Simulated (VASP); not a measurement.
Write the native input for VASP 6.6.1 that does the following.

| Property | Result |
| --- | --- |
| Task | single point |
| Functional | PBE |
| Potentials or basis | VASP PAW PBE potentials, release 64 (Ge_d, Bi_d) |
| Cutoff | 520 eV |
| k mesh | 1 × 1 × 1, shifted |
| Occupations | fermi-dirac, width 0.0862 eV |
| Spin | no spin polarisation |
| Dipole correction | no |
| Further INCAR settings | LREAL = Auto; ALGO = Normal; EDIFF = 1e-07; NBANDS = 129; ISYM = 0 |

The structure of Ge5Bi3 lies in POSCAR:

```
Ge5Bi3
1.0
    7.3302180000     -0.1736460000     -0.1884740000
   -0.1736460000      7.0252930000     -0.1301890000
   -0.1884740000     -0.1301890000      7.5795750000
Ge Bi
10 6
Direct
    0.3173366524      0.4371666414      0.3142162979
    0.6564265788      0.8342662893      0.2937058657
    0.1582576263      0.3570160302      0.7130664988
    0.5875339176      0.2069175297      0.1945429993
    0.8905713634      0.2246605398      0.8477287814
    0.8249160341      0.5354988893      0.9913681558
   -0.0269765539      0.6887186698      0.2942938378
    0.6917162784      0.9488998226      0.6913603801
    0.4930474257      0.2617041590      0.7540628100
    0.4468647313      0.6257703147      0.5955536814
    0.7792873856      0.3938408761      0.5228123161
    0.2559157167     -0.0016807847      0.4616385007
    0.0586323605      0.7616627786      0.7531505119
    0.0236539886      0.1792677184      0.2305557827
    0.4509097581      0.5844703200      0.0169566727
    0.3306871021      1.0043504285      0.9687496065
```

These files were run (other wordings do the same):

INCAR

```
  PREC = Accurate
  ENCUT = 520
  EDIFF = 1E-7
  ISMEAR = -1
  SIGMA = 0.0862
  LREAL = Auto
  LASPH = T
  NELM = 100
  ALGO = Normal
  ISIF = 2
  LWAVE = F
  LCHARG = F
  GGA = PE
  NBANDS = 129
  ISYM = 0
```

KPOINTS

```
Automatic mesh
0
Gamma
  1 1 1
  0.25 0.25 0.25
```

Potentials or basis: VASP PAW PBE potentials, release 64 (Ge_d, Bi_d).

The run is started by

```console
$ cat potpaw_PBE.64/Ge_d/POTCAR potpaw_PBE.64/Bi_d/POTCAR > POTCAR
$ mpirun -np 1 vasp_std > vasp.out
```

Results of the run:

The pressure is 6.7 GPa and the largest force is 2.235 eV/Å.

Caveat: the k points lie up to 0.90 Å⁻¹ apart, too coarse for converged energies, forces and pressures; the atoms stand as in a frame of molecular dynamics.

It took 85 s on 1 thread of Intel(R) Xeon(R) Platinum 8488C (Sapphire Rapids), on a shared host, peak memory 0.4 GiB.
